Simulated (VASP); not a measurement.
BaZrO3: relaxation of cell and atoms with r2SCAN

Crystal: BaZrO3.

```
CELL_PARAMETERS angstrom
4.19134 0.00000 0.00000
0.00000 4.19134 0.00000
0.00000 0.00000 4.19134
ATOMIC_POSITIONS crystal
Ba 0.00000 0.00000 0.00000
Zr 0.50000 0.50000 0.50000
O 0.00000 0.50000 0.50000
O 0.50000 0.00000 0.50000
O 0.50000 0.50000 0.00000
```

```yaml
Program: VASP 6.6.1
Task: relaxation of cell and atoms
Functional: r2SCAN
Potentials_or_basis: VASP PAW PBE potentials, release 64 (Ba_sv, Zr_sv, O)
Cutoff: 600 eV
k_mesh: 6 × 6 × 6
Occupations: fermi-dirac, width 0.02 eV
Spin: no spin polarisation
Dipole_correction: no
Further_INCAR_settings: ALGO = Normal; EDIFF = 1e-06; IBRION = 2; EDIFFG = -0.01; NSW = 80; ISIF = 3
```

| Property | Result |
| --- | --- |
| Relaxed volume | 14.95 Å³/atom |
| Relaxed cell | a = 4.213 Å, b = 4.213 Å, c = 4.213 Å, α = 90.00°, β = 90.00°, γ = 90.00° |
| Space group after relaxing (to 0.1 Å) | Pm-3m (No. 221) |
| Energy gained by relaxing | 1.8 meV/atom |
| Ionic steps | 3 |
| Pressure after relaxing | -0.1 GPa |
| Band gap on the k mesh | 3.67 eV (least direct gap 3.93 eV) |

The path:
| step | energy change (eV) | largest force (eV/Å) | pressure (GPa) | volume (Å³) |
| --- | --- | --- | --- | --- |
| 1 | 0.0000 | 0.0000 | 2.57 | 73.63 |
| 2 | 0.0043 | 0.0000 | -2.93 | 76.17 |
| 3 | -0.0088 | 0.0000 | -0.09 | 74.76 |

Final structure:
```
Ba Zr O
1.0
     4.21266    0.00000    0.00000
     0.00000    4.21266    0.00000
     0.00000    0.00000    4.21266
Ba Zr O
1 1 3
Direct
  0.00000 0.00000 0.00000
  0.50000 0.50000 0.50000
  0.00000 0.50000 0.50000
  0.50000 0.00000 0.50000
  0.50000 0.50000 0.00000
```

Levels at points of the mesh, in eV from the valence-band top:
```csv
k point,band 17,band 18,band 19,band 20,band 21,band 22,band 23,band 24
"(0.00, 0.00, 0.00)",-0.99,-0.26,-0.26,-0.26,3.67,3.67,3.67,5.15
"(0.50, 0.00, 0.00)",-1.71,-1.65,-0.50,-0.50,4.09,6.12,6.12,6.91
"(0.50, 0.50, 0.00)",-0.95,-0.95,-0.86,-0.07,6.09,6.09,6.90,7.05
"(0.50, 0.50, 0.50)",-2.55,0.00,0.00,0.00,6.56,6.56,6.56,7.41
```

Wall time 3.9 min on 1 thread of Intel(R) Xeon(R) Platinum 8488C (Sapphire Rapids), with other jobs on the host, peak memory 0.26 GiB.

Caveat: the PAW data sets were made with another functional, which shifts forces and pressure a little; spin-orbit coupling is left out, which moves the levels of the heavy elements. A k mesh can miss the band edges.
